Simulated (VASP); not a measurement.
## Zn2S: single point with PBE

Zn2S:

```
CELL_PARAMETERS angstrom
3.56077 0.00000 0.00000
0.00000 3.56077 0.00000
0.00000 0.00000 8.54525
ATOMIC_POSITIONS crystal
Zn 0.00000 0.00000 0.00000
Zn 0.50000 0.50000 0.00000
Zn 0.50000 0.00000 0.37306
Zn 0.00000 0.50000 0.62694
S 0.50000 0.00000 0.66336
S 0.00000 0.50000 0.33664
```

- Program: VASP 6.6.1
- Task: single point
- Functional: PBE
- Potentials or basis: VASP PAW PBE potentials, release 64 (Zn, S)
- Cutoff: 520 eV
- k mesh: 6 × 6 × 2
- Occupations: gaussian, width 0.1 eV
- Spin: no spin polarisation

```
Pressure               : 0.2 GPa
Largest force          : 0.007 eV/Å
Band gap on the k mesh : zero (band 30 reaches 4.71 eV, above the bottom of band 31 at 2.83 eV)
```

Forces on the atoms (eV/Å):
```
Zn   0.000  0.000  0.000
Zn   0.000  0.000  0.000
Zn   0.000  0.000 -0.001
Zn   0.000  0.000  0.001
S    0.000  0.000  0.007
S    0.000  0.000 -0.007
```

Levels at points of the mesh, in eV from the Fermi level:
| k point | band 28 | band 29 | band 30 | band 31 | band 32 | band 33 |
| --- | --- | --- | --- | --- | --- | --- |
| (0.00, 0.00, 0.00) | -2.01 | -2.01 | 0.14 | 0.79 | 1.45 | 3.48 |
| (0.50, 0.00, 0.00) | -1.84 | -1.08 | -1.08 | 1.83 | 1.83 | 4.13 |
| (0.50, 0.50, 0.00) | -3.62 | -1.94 | -1.94 | -0.57 | -0.57 | 0.73 |
| (0.00, 0.00, 0.50) | -2.05 | -1.95 | -0.72 | 0.25 | 3.11 | 3.54 |
| (0.50, 0.00, 0.50) | -2.86 | -1.08 | -1.08 | 3.34 | 3.34 | 3.66 |
| (0.50, 0.50, 0.50) | -3.78 | -0.97 | -0.97 | -0.46 | -0.46 | -0.38 |

Run time: 64 s on 1 thread of Intel(R) Xeon(R) 6975P-C (Granite Rapids), with other jobs on the host, peak memory 0.24 GiB.

Caveat: the k points lie up to 0.37 Å⁻¹ apart.
